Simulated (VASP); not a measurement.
Write the native input for VASP 6.6.1 that does the following.

```yaml
Task: single point
Functional: LDA
Potentials_or_basis: VASP PAW LDA potentials, release 64 (Rb_sv)
Cutoff: 520 eV
k_mesh: 11 × 11 × 11
Occupations: fermi-dirac, width 0.05 eV
Spin: no spin polarisation
Dipole_correction: no
Further_INCAR_settings: ALGO = Normal; EDIFF = 1e-06; NBANDS = 10
```

The structure of Rb lies in POSCAR:

```
Rb
1.0
   -2.5739217530      2.5739217530      2.5739217530
    2.5739217530     -2.5739217530      2.5739217530
    2.5739217530      2.5739217530     -2.5739217530
Rb
1
Direct
    0.0000000000      0.0000000000      0.0000000000
```

This cell differs from its parent crystal: volume scaled by 0.88.

One way to write it, as run:

INCAR

```
SYSTEM = Rb
PREC = Accurate
ENCUT = 520
EDIFF = 1E-6
ISMEAR = -1
SIGMA = 0.05
LREAL = .False.
LASPH = .True.
NELM = 60
ALGO = Normal
ISIF = 2
LWAVE = .False.
LCHARG = .False.
NBANDS = 10
```

KPOINTS

```
Automatic mesh
0
Gamma
  11 11 11
  0 0 0
```

Potentials or basis: VASP PAW LDA potentials, release 64 (Rb_sv).

Command:

```console
$ cat potpaw_LDA.64/Rb_sv/POTCAR > POTCAR
$ mpirun -np 1 vasp_std > vasp.out
```

It gave:

The pressure is 0.6 GPa.

Wall time 16 s on 1 thread of Intel(R) Xeon(R) Platinum 8488C (Sapphire Rapids), with other jobs on the host, peak memory 0.18 GiB.
